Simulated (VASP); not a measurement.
# TaN (P6/mmm) in VASP: notebook

TaN is run at these levels: LDA; tasks: single point, relaxation of volume and atoms at fixed shape.

Program: VASP 6.6.1. These are calculated values, not measurements. Logs are shortened: lines on timing, memory, paths and dates and some standing lists are left out, and cuts for length are marked.

## 1. The cell of the first run

Symmetry: P6/mmm, No. 191, hexagonal system. Conventional cell: a = 5.163 Å, b = 5.163 Å, c = 2.892 Å, α = 90.00°, β = 90.00°, γ = 120.00°. Within 3.4 Å of Ta (site symmetry 6/mmm) lie 6 N at 2.58 Å and 14 Ta at 2.89 to 3.31 Å. Within 2.7 Å of Ta (site symmetry -6m2) lie 6 N at 2.08 Å. Within 2.7 Å of N (site symmetry mmm) lie 6 Ta at 2.08 to 2.58 Å and 4 N at 2.58 Å.

## 2. Single point, LDA

File INCAR:

```
PREC = Accurate
ENCUT = 520
EDIFF = 1E-6
ISMEAR = 0
SIGMA = 0.02
LREAL = False
LASPH = True
NELM = 60
ALGO = Normal
ISIF = 2
LWAVE = False
LCHARG = True
GGA = CA
LELF = True
LVHAR = True
NBANDS = 33
```

File KPOINTS:

```
regular mesh
0
Gamma
  5 5 7
```

File POSCAR:

```
TaN
1.0
    5.1629448274      0.0000000000      0.0000000000
   -2.5814724137      4.4712413788      0.0000000000
    0.0000000000      0.0000000000      2.8922834826
Ta N
3 3
Direct
    0.0000000000      0.0000000000      0.0000000000
    0.3333333333      0.6666666667      0.5000000000
    0.6666666667      0.3333333333      0.5000000000
    0.5000000000      0.0000000000      0.0000000000
    0.0000000000      0.5000000000      0.0000000000
    0.5000000000      0.5000000000      0.0000000000
```

Potentials or basis: VASP PAW LDA potentials, release 64 (Ta_pv, N).

Started as:

```console
cat potpaw_LDA.64/Ta_pv/POTCAR potpaw_LDA.64/N/POTCAR > POTCAR
mpirun -np 1 vasp_std > vasp.out
```

OUTCAR:

```text
PREC = Accurate
   ENCUT = 520
   EDIFF = 1E-6
   ISMEAR = 0
   LREAL = False
   LASPH = True
   NELM = 60
   ISIF = 2
   GGA = CA

 ion  position               nearest neighbor table
   1  0.000  0.000  0.000-   5 2.58   6 2.58   5 2.58   6 2.58   4 2.58   4 2.58   3 3.31   3 3.31
                             2 3.31   2 3.31   2 3.31   3 3.31   2 3.31   3 3.31   2 3.31   3 3.31
   2  0.333  0.667  0.500-   4 2.08   4 2.08   5 2.08   5 2.08   6 2.08   6 2.08   3 2.98   3 2.98
                             3 2.98   1 3.31   1 3.31   1 3.31   1 3.31   1 3.31   1 3.31
   3  0.667  0.333  0.500-   4 2.08   4 2.08   5 2.08   5 2.08   6 2.08   6 2.08   2 2.98   2 2.98
                             2 2.98   1 3.31   1 3.31   1 3.31   1 3.31   1 3.31   1 3.31
   4  0.500  0.000  0.000-   2 2.08   3 2.08   2 2.08   3 2.08   1 2.58   1 2.58
   5  0.000  0.500  0.000-   2 2.08   3 2.08   2 2.08   3 2.08   1 2.58   1 2.58
   6  0.500  0.500  0.000-   2 2.08   3 2.08   2 2.08   3 2.08   1 2.58   1 2.58

  LATTYP: Found a hexagonal cell.
 ALAT       =     5.1629448274
 C/A-ratio  =     0.5602003468

  Lattice vectors:

 A1 = (   5.1629448274,   0.0000000000,   0.0000000000)
 A2 = (  -2.5814724137,   4.4712413788,   0.0000000000)
 A3 = (   0.0000000000,   0.0000000000,   2.8922834826)

Analysis of symmetry for initial positions (statically):
=====================================================================
 Subroutine PRICEL returns:
 Original cell was already a primitive cell.

 Routine SETGRP: Setting up the symmetry group for a
 hexagonal supercell.

 Subroutine GETGRP returns: Found 24 space group operations
 (whereof 24 operations were pure point group operations)
 out of a pool of 24 trial point group operations.

The static configuration has the point symmetry D_6h.

Analysis of symmetry for dynamics (positions and initial velocities):
=====================================================================
 Subroutine PRICEL returns:
 Original cell was already a primitive cell.

 Routine SETGRP: Setting up the symmetry group for a
 hexagonal supercell.

 Subroutine GETGRP returns: Found 24 space group operations
 (whereof 24 operations were pure point group operations)
 out of a pool of 24 trial point group operations.

The dynamic configuration has the point symmetry D_6h.

 Subroutine INISYM returns: Found 24 space group operations
 (whereof 24 operations are pure point group operations),
 and found     1 'primitive' translations

----------------------------------------------------------------------------------------

[... 100 lines left out ...]
   NFREE  =      0    steps in history (QN), initial steepest desc. (CG)
   ISIF   =      2    stress and relaxation
   ISYM   =      2    0-nonsym 1-usesym 2-fastsym
   POTIM  = 0.5000    time-step for ionic-motion
   TEBEG  =    0.0;   TEEND  =   0.0 temperature during run
   PSTRESS=    0.0 pullay stress
   NELECT =      48.0000    total number of electrons
   NUPDOWN=      -1.0000    fix difference up-down
   EMIN   =  10.00;   EMAX   =-10.00  energy-range for DOS
   EFERMI =   0.00;   METHOD = LEGACY
   ISMEAR =     0;   SIGMA  =   0.02  broadening in eV -4-tet -1-fermi 0-gaus
   EFERMI_NEDOS =   21; number of points for ismear=-14 and -15
   IALGO  =     38    algorithm
   IMIX   =      4    mixing-type and parameters
     AMIX     =   0.40;   BMIX     =  1.00
     AMIX_MAG =   1.60;   BMIX_MAG =  1.00
  volume/ion in A,a.u.               =      11.13        75.10
  Fermi-wavevector in a.u.,A,eV,Ry     =   1.466560  2.771396 29.263376  2.150797
  Thomas-Fermi vector in A             =   2.582283
   LORBIT       =      0    0 simple, 1 ext, 2 COOP (PROOUT), +10 PAW based schemes
   GGA     = CA    functional components
   LHFCALC =     F    Hartree Fock is set to
   AEXX    =    0.0000 exact exchange contribution
   IVDW    =     0    specifies the selected vdW correction
   LEPSILON=     F    determine dielectric tensor
   LRPA    =     F    only Hartree local field effects (RPA)
 non-spin polarized calculation
 Gauss-broadening in eV      SIGMA  =   0.02
  energy-cutoff  :      520.00
  volume of cell :       66.77
 maximum number of plane-waves:      1828
 NGX is ok and might be reduce to    40
   NGX = 19   NGY = 19   NGZ = 11

 number of electron      48.0000002 magnetization

 Free energy of the ion-electron system (eV)
  ---------------------------------------------------
  ext. energy  EPLUGINS =         0.00000000
  ---------------------------------------------------
  free energy    TOTEN  =       -71.35877925 eV

  energy without entropy =      -71.35765156  energy(sigma->0) =      -71.35821541

 E-fermi :   8.5006     XC(G=0): -13.3600

 val. band max:        8.2663390139   @ k =   0.0000   0.0000   0.2857
 cond. band min:       8.5014422572   @ k =   0.2000   0.0000   0.2857
 fundamental gap:      0.2351032433
 Fermi energy:         8.5006368717

 k-point     1 :       0.0000    0.0000    0.0000
  band No.  band energies     occupation
      1     -27.7677      2.00000
      2     -27.7677      2.00000
      3     -27.3432      2.00000
      4     -27.3432      2.00000
      5     -27.1199      2.00000
      6     -26.9712      2.00000
[... 709 lines left out ...]
     32      12.3481      0.00000
     33      14.2034      0.00000

------------------------ aborting loop because EDIFF is reached ----------------------------------------

  FORCE on cell =-STRESS in cart. coord.  units (eV):
  Direction    XX          YY          ZZ          XY          YZ          ZX
  --------------------------------------------------------------------------------------
  -------------------------------------------------------------------------------------
  Total        1.1770576      1.1770576     -0.0820962      0.0000000      0.0000000      0.0000000
  in kB       28.2450177     28.2450177     -1.9700046      0.0000000      0.0000000      0.0000000
  external PRESSURE =      18.1733436 kB  Pullay stress =       0.0000000 kB

 VOLUME and BASIS-vectors are now :
 -----------------------------------------------------------------------------
  energy-cutoff  :      520.00
  volume of cell :       66.77
      direct lattice vectors                 reciprocal lattice vectors
     5.162944827  0.000000000  0.000000000     0.193687911  0.111825768  0.000000000
    -2.581472414  4.471241379  0.000000000     0.000000000  0.223651536  0.000000000
     0.000000000  0.000000000  2.892283483     0.000000000  0.000000000  0.345747575

 POSITION                                       TOTAL-FORCE (eV/Angst)
 -----------------------------------------------------------------------------------
      0.00000      0.00000      0.00000         0.000000      0.000000     -0.000000
     -0.00000      2.98083      1.44614         0.000000     -0.000000      0.000000
      2.58147      1.49041      1.44614        -0.000000      0.000000     -0.000000
      2.58147      0.00000      0.00000         0.000000      0.000000     -0.000000
     -1.29074      2.23562      0.00000         0.000000      0.000000     -0.000000
      1.29074      2.23562      0.00000         0.000000      0.000000     -0.000000
 -----------------------------------------------------------------------------------
    total drift:                               -0.000000      0.000000     -0.000000

  FREE ENERGIE OF THE ION-ELECTRON SYSTEM (eV)
  ---------------------------------------------------
  free  energy   TOTEN  =       -71.3587792482 eV

  energy  without entropy=      -71.3576515630  energy(sigma->0) =      -71.35821541
```

OSZICAR:

```text
N       E                     dE             d eps       ncg     rms          rms(c)
DAV:   1     0.433692237173E+03    0.43369E+03   -0.25910E+04  1328   0.152E+03
DAV:   2    -0.530960511123E+02   -0.48679E+03   -0.46091E+03  1528   0.440E+02
DAV:   3    -0.814560865313E+02   -0.28360E+02   -0.27856E+02  1609   0.103E+02
DAV:   4    -0.820200200734E+02   -0.56393E+00   -0.55890E+00  1660   0.138E+01
DAV:   5    -0.820342092452E+02   -0.14189E-01   -0.14170E-01  1680   0.169E+00    0.474E+01
DAV:   6    -0.720579933287E+02    0.99762E+01   -0.48638E+01  1621   0.384E+01    0.207E+01
DAV:   7    -0.715776515404E+02    0.48034E+00   -0.40205E+00  1701   0.144E+01    0.116E+01
DAV:   8    -0.713974403501E+02    0.18021E+00   -0.67644E-01  1627   0.515E+00    0.384E+00
DAV:   9    -0.713603147697E+02    0.37126E-01   -0.87302E-02  1642   0.270E+00    0.434E-01
DAV:  10    -0.713591024946E+02    0.12123E-02   -0.14323E-02  1701   0.645E-01    0.173E-01
DAV:  11    -0.713587997286E+02    0.30277E-03   -0.19407E-03  1635   0.297E-01    0.545E-02
DAV:  12    -0.713587801044E+02    0.19624E-04   -0.15709E-04  1630   0.771E-02    0.204E-02
DAV:  13    -0.713587792482E+02    0.85617E-06   -0.84681E-06  1673   0.182E-02
   1 F= -.71358779E+02 E0= -.71358215E+02  d E =-.112769E-02
```

It took 66 s on 1 thread of Intel Xeon 8259CL, shared host; peak memory 0.18 GiB.

What came out:

```
Free energy            : -71.3588 eV
Pressure               : 1.8 GPa
Band gap on the k mesh : zero (bands 24 and 25 overlap by 2.10 eV)
```

Caveat: spin-orbit coupling is left out, which moves the levels of the heavy elements.

## 3. Relaxation of volume and atoms at fixed shape, LDA

This run uses another cell than the first one, of 11.31 Å³/atom.

File INCAR:

```
PREC = Accurate ; ENCUT = 600
EDIFF = 1E-6 ; ISMEAR = 0
SIGMA = 0.02 ; LREAL = False
LASPH = True ; NELM = 100
ALGO = Normal ; ISIF = 8
LWAVE = False ; LCHARG = False
GGA = CA ; IBRION = 2
NSW = 60 ; EDIFFG = -0.01
```

KPOINTS is that of step 2.

Edit POSCAR of step 2 so:

```diff
@@ -2,5 +2,5 @@
 1.0
-    5.1629448274      0.0000000000      0.0000000000
-   -2.5814724137      4.4712413788      0.0000000000
-    0.0000000000      0.0000000000      2.8922834826
+    5.1910000000      0.0000000000      0.0000000000
+   -2.5955000000      4.4955378710      0.0000000000
+    0.0000000000      0.0000000000      2.9080000000
 Ta N
```

Potentials or basis: VASP PAW LDA potentials, release 64 (Ta_pv, N).

Started as:

```console
cat potpaw_LDA.64/Ta_pv/POTCAR potpaw_LDA.64/N/POTCAR > POTCAR
mpirun -np 1 vasp_std > vasp.out
```

Wall time 2.9 min (1 thread of Intel Xeon 8259CL, shared host); peak memory 0.2 GiB.

Results (log left out):

- Free energy: -71.3635 eV
- Relaxed volume: 11.19 Å³/atom
- Relaxed cell: a = 5.172 Å, b = 5.172 Å, c = 2.897 Å, α = 90.00°, β = 90.00°, γ = 120.00°
- Space group after relaxing (to 0.1 Å): P6/mmm (No. 191)
- Energy gained by relaxing: 1.4 meV/atom
- Ionic steps: 3
- Pressure after relaxing: -0.1 GPa
- Band gap on the k mesh: zero (bands 24 and 25 overlap by 2.09 eV)

Stress tensor (GPa, compression positive):
```
 1.18  0.00  0.00
 0.00  1.18  0.00
 0.00  0.00 -2.52
```

Step by step:
| step | energy change (eV) | largest force (eV/Å) | pressure (GPa) | volume (Å³) |
| --- | --- | --- | --- | --- |
| 1 | 0.0000 | 0.0000 | -3.65 | 67.86 |
| 2 | 0.0418 | 0.0000 | 9.52 | 65.37 |
| 3 | -0.0086 | 0.0000 | -0.06 | 67.12 |

Final structure:
```
Ta N
1.0
     5.17196    0.00000    0.00000
    -2.58598    4.47905    0.00000
     0.00000    0.00000    2.89734
Ta N
3 3
Direct
  0.00000 0.00000 0.00000
  0.33333 0.66667 0.50000
  0.66667 0.33333 0.50000
  0.50000 0.00000 0.00000
  0.00000 0.50000 0.00000
  0.50000 0.50000 0.00000
```

Levels at points of the mesh, in eV from the Fermi level:
| k point | band 22 | band 23 | band 24 | band 25 | band 26 | band 27 |
| --- | --- | --- | --- | --- | --- | --- |
| (0.00, 0.00, 0.00) | -2.79 | -2.38 | -1.58 | -1.58 | 0.51 | 0.51 |

Caveat: spin-orbit coupling is left out, which moves the levels of the heavy elements. LDA usually gives volumes a few per cent too small.
